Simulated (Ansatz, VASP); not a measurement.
**One calculation of GaN, two programs**

```xyz
2
Lattice="0.0000 2.2535 2.2873 2.2535 0.0000 2.2873 2.2535 2.2535 0.0000" Properties=species:S:1:pos:R:3 pbc="T T T"
Ga    0.0000    0.0000    0.0000
N     3.3803    3.3803    3.4310
```

Change from the starting cell: strain +0.0150 x Voigt [0, 0, 1, 0, 0, 0], atoms carried along.

Alike in both runs: task single point; functional PBE; k mesh 10 × 10 × 10; occupations gaussian, width 0.05 eV; no spin polarisation.

|  | VASP | Ansatz |
| --- | --- | --- |
| version | VASP 6.6.1 | Ansatz 0.2.0 |
| potentials or method | VASP PAW PBE potentials, release 64 (Ga_d, N), cutoff 520 eV | scalar-relativistic, plane waves, PAW |
| valence electrons in the cell | 18 | 18 |

|  | VASP | Ansatz | Ansatz less VASP |
| --- | --- | --- | --- |
| gap on the k mesh at the Fermi level (eV) | 1.60 | 1.60 | -0.007 |
| least direct gap on the mesh (eV) | 1.60 | 1.60 | -0.007 |
| pressure (GPa) | 2.3 | 2.2 | -0.09 |
| traceless stress, the component that is largest in VASP (GPa) | -1.25 | -1.25 | +0.002 |

With one functional, cell and mesh, what is left measures potentials, basis and numerics.
